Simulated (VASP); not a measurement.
# Si7C: single point with PBEsol

Si7C:

```xyz
8
Lattice="0.0000 -2.5990 -2.5990 2.5990 5.1980 -2.5990 5.1980 -2.5990 2.5990" Properties=species:S:1:pos:R:3 pbc="T T T"
C     2.5990    0.0000   -2.5990
Si    2.5990   -2.5990    0.0000
Si    5.1980    0.0000    0.0000
Si    0.0000    0.0000    0.0000
Si    6.4975   -1.2995   -1.2995
Si    1.2995   -1.2995   -1.2995
Si    3.8985    1.2995   -1.2995
Si    3.8985   -1.2995    1.2995
```

```
Program                : VASP 6.6.1
Task                   : single point
Functional             : PBEsol
Potentials or basis    : VASP PAW PBE potentials, release 64 (C, Si)
Cutoff                 : 600 eV
k mesh                 : 6 × 6 × 4
Occupations            : gaussian, width 0.1 eV
Spin                   : no spin polarisation
Dipole correction      : no
Further INCAR settings : ALGO = Normal; EDIFF = 1e-06; NBANDS = 26
```

```yaml
Pressure: 3.0 GPa
Largest_force: 4.000 eV/Å
Band_gap_on_the_k_mesh: 0.04 eV (least direct gap 0.69 eV)
```

Forces on the atoms (eV/Å):
```
C    0.039 -0.025  0.025
Si  -0.114  0.081 -0.081
Si   0.028 -0.083  0.083
Si   0.215  0.047 -0.047
Si   1.978 -1.940  1.940
Si   1.933  1.949 -1.949
Si  -3.999  0.062 -0.062
Si  -0.080 -0.091  0.091
```

Stress tensor (GPa, compression positive):
```
 2.64 -0.01  0.01
-0.01  3.23  0.12
 0.01  0.12  3.23
```

Levels at points of the mesh, in eV from the valence-band top:
| k point | band 14 | band 15 | band 16 | band 17 | band 18 | band 19 |
| --- | --- | --- | --- | --- | --- | --- |
| (0.00, 0.00, 0.00) | -0.10 | -0.03 | 0.00 | 1.02 | 1.45 | 1.87 |
| (0.50, 0.00, 0.00) | -3.08 | -2.03 | -2.01 | 2.10 | 2.22 | 2.76 |
| (0.00, 0.50, 0.00) | -0.87 | -0.68 | -0.65 | 0.04 | 0.82 | 1.56 |
| (0.00, 0.00, 0.50) | -1.32 | -1.26 | -1.25 | 1.75 | 1.83 | 1.99 |
| (0.50, 0.00, 0.50) | -2.27 | -1.25 | -1.23 | 0.13 | 0.82 | 1.41 |
| (0.00, 0.50, 0.50) | -2.27 | -0.87 | -0.69 | 1.09 | 1.47 | 2.46 |

Wall time 3.8 min on 1 thread of Oxide Virtual Turin-like Processor, on a shared host, peak memory 0.33 GiB.

Caveat: the cell stands under pressure; the PAW data sets were made with another functional, which shifts forces and pressure a little. A k mesh can miss the band edges.
